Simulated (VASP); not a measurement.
Set up this calculation in VASP 6.6.1, as the native input.

```yaml
Task: single point
Functional: r2SCAN
Potentials_or_basis: VASP PAW PBE potentials, release 64 (V_sv)
Cutoff: 520 eV
k_mesh: 15 × 15 × 15
Occupations: fermi-dirac, width 0.3 eV
Spin: no spin polarisation
Dipole_correction: no
Further_INCAR_settings: ALGO = Normal; EDIFF = 1e-07; NBANDS = 12
```

V:

```
CELL_PARAMETERS angstrom
-1.49177 1.49177 1.49177
1.49177 -1.49177 1.49177
1.49177 1.49177 -1.49177
ATOMIC_POSITIONS crystal
V 0.00000 0.00000 0.00000
```

These files were run (other wordings do the same):

POSCAR

```
V
1.0
   -1.4917693513      1.4917693513      1.4917693513
    1.4917693513     -1.4917693513      1.4917693513
    1.4917693513      1.4917693513     -1.4917693513
V
1
Direct
    0.0000000000      0.0000000000      0.0000000000
```

INCAR.step1

```
  PREC = Accurate
  ENCUT = 520
  ISMEAR = -1
  SIGMA = 0.3
  LREAL = False
  LASPH = True
  NELM = 100
  NBANDS = 12
  GGA = PE
  ALGO = Normal
  EDIFF = 1E-4
  LWAVE = True
  LCHARG = False
```

INCAR.step2

```
  PREC = Accurate
  ENCUT = 520
  EDIFF = 1E-7
  ISMEAR = -1
  SIGMA = 0.3
  LREAL = False
  LASPH = True
  NELM = 100
  ALGO = Normal
  ISIF = 2
  LWAVE = False
  LCHARG = True
  METAGGA = R2SCAN
  LMIXTAU = True
  LELF = True
  LVHAR = True
  NBANDS = 12
  ISTART = 1
```

KPOINTS

```
regular mesh
0
Gamma
  15 15 15
```

Potentials or basis: VASP PAW PBE potentials, release 64 (V_sv).

The run is started by

```bash
$ cat potpaw_PBE.64/V_sv/POTCAR > POTCAR
$ cp INCAR.step1 INCAR
$ mpirun -np 1 vasp_std > vasp.out
$ cp INCAR.step2 INCAR
$ mpirun -np 1 vasp_std > vasp.out
```

Results of the run:

```yaml
Pressure: 3.1 GPa
```

Caveat: the PAW data sets were made with another functional, which shifts forces and pressure a little.

Wall time 48 s on 1 thread of Intel(R) Xeon(R) Platinum 8375C CPU @ 2.90GHz (Ice Lake) (shared host), peak memory 0.14 GiB.
